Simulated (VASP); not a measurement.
Runs of VASP 6.6.1 on CoO. The structure is that of space group Fm-3m (No. 225), or close to it. The cells are those of the table. 

```csv
task,level,spin,U,fixed moment (μB),cell,k mesh,cutoff (eV),gap on the mesh (eV),pressure (GPa),moment (μB)
single point,PBEsol,"collinear, ferromagnetic start",-,2.0,"a = 2.998 Å, angles 119.6, 119.6, 90.7°, 2 atoms",10 × 10 × 10,520,-,-17.7,2.00
single point,PBEsol,"collinear, ferromagnetic start",-,-,"a = 2.948 Å, angles 120.0, 120.0, 90.0°, 2 atoms",12 × 12 × 12,520,none,-1.0,2.70
relaxation of cell and atoms,PBE+U,"collinear, ferromagnetic start",Co d U = 4.0 eV,-,"relaxed from a = 2.998 Å, angles 119.6, 119.6, 90.7°, 2 atoms",12 × 12 × 12,600,none,0.0,3.00
single point,PBEsol,"collinear, ferromagnetic start",-,2.5,"a = 2.998 Å, angles 119.6, 119.6, 90.7°, 2 atoms",10 × 10 × 10,520,-,-13.6,2.50
single point,PBEsol+D4,"collinear, ferromagnetic start",-,-,"a = 2.933 Å, angles 120.0, 120.0, 90.0°, 2 atoms",12 × 12 × 12,520,none,-1.0,2.60
single point,PBE+U,"collinear, ferromagnetic start",Co d U = 3.0 eV,-,"a = 3.072, b = 3.042, c = 3.042 Å, angles 119.4, 120.3, 90.0°, 2 atoms",12 × 12 × 12,520,none,(a),3.00
single point,PBEsol,"collinear, zero start",-,0.0,"a = 2.998 Å, angles 119.6, 119.6, 90.7°, 2 atoms",10 × 10 × 10,520,-,(b),0.00
single point,PBEsol,"collinear, ferromagnetic start",-,3.0,"a = 2.998 Å, angles 119.6, 119.6, 90.7°, 2 atoms",10 × 10 × 10,520,-,-9.1,3.00
```

Alike in all rows: potentials or basis VASP PAW PBE potentials, release 64 (Co, O); smearing fermi-dirac 0.05 eV.

Fill in the values left out.

(a) -7.1; (b) -27.1.

Caveats: a cell with one magnetic atom can't hold antiferromagnetic order, which such compounds often take (at least some runs); the PAW data sets were made with another functional, which shifts forces and pressure a little (at least some runs); the cell stands under tension (at least some runs); the total moment is fixed, so each spin has its own Fermi level (at least some runs); semilocal functionals often make such compounds metallic where correlation or magnetic order opens a gap, which also shifts bond lengths (at least some runs).

A gap of «none» marks levels without a gap at the run's occupations.
